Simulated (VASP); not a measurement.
Crystal: FeO (Wuestite).

```xyz
2
Lattice="0.0000 2.1697 2.1697 2.1697 0.0000 2.1697 2.1697 2.1697 0.0000" Properties=species:S:1:pos:R:3 pbc="T T T"
Fe    0.0000    0.0000    0.0000
O     2.1697    2.1697    2.1697
```

Base run:

- Program: VASP 6.6.1
- Functional: BLYP
- Dispersion: D4
- Potentials or basis: VASP PAW PBE potentials, release 64 (Fe, O)
- Cutoff: 520 eV
- k mesh: 11 × 11 × 11
- Occupations: fermi-dirac, width 0.05 eV
- Spin: collinear spin, ferromagnetic start
- Starting moments: [3.0, 0.0] μB

Its results: band gap on the k mesh zero (filled and empty bands overlap); pressure -5.3 GPa; net moment 4.00 μB per cell; site moments Fe +3.60; O +0.32 μB.

**Question.** The run is repeated on the same cell with these changes: functional from BLYP to PBEsol; dispersion from D4 to none. What comes out?

**Answer.** Band gap on the k mesh zero (filled and empty bands overlap); pressure -11.6 GPa; net moment 4.00 μB per cell; site moments Fe +3.61; O +0.30 μB.

Several settings changed at once, so the effect can't be laid on one alone.

Caveats: the PAW data sets were made with another functional, which shifts forces and pressure a little; a cell with one magnetic atom can't hold antiferromagnetic order, which such compounds often take; semilocal functionals often make such compounds metallic where correlation or magnetic order opens a gap, which also shifts bond lengths; pairwise dispersion overbinds metals, which lowers pressure and volume (some runs).
